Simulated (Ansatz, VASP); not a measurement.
BiMo: VASP beside Ansatz

```xyz
2
Lattice="0.0000 3.0891 3.0891 3.0891 0.0000 3.0891 3.0891 3.0891 0.0000" Properties=species:S:1:pos:R:3 pbc="T T T"
Mo    0.0000    0.0000    0.0000
Bi    1.5446    1.5446    1.5446
```

Alike in both runs: task single point; functional PBEsol; k mesh 10 × 10 × 10; occupations gaussian, width 0.05 eV; no spin polarisation.

|  | VASP | Ansatz |
| --- | --- | --- |
| version | VASP 6.6.1 | Ansatz 0.2.0 |
| potentials or method | VASP PAW PBE potentials, release 64 (Mo_sv, Bi_d), cutoff 520 eV | scalar-relativistic, plane waves, PAW |
| valence electrons in the cell | 29 | 29 |

```csv
,VASP,Ansatz,Ansatz less VASP
gap on the k mesh at the Fermi level (eV),none,none,-
pressure (GPa),1.6,1.6,-0.07
```

VASP's potentials were made for PBE, not for PBEsol. A gap of «none» marks a metal or a gap that the smearing closes.

Spin-orbit coupling is off throughout.
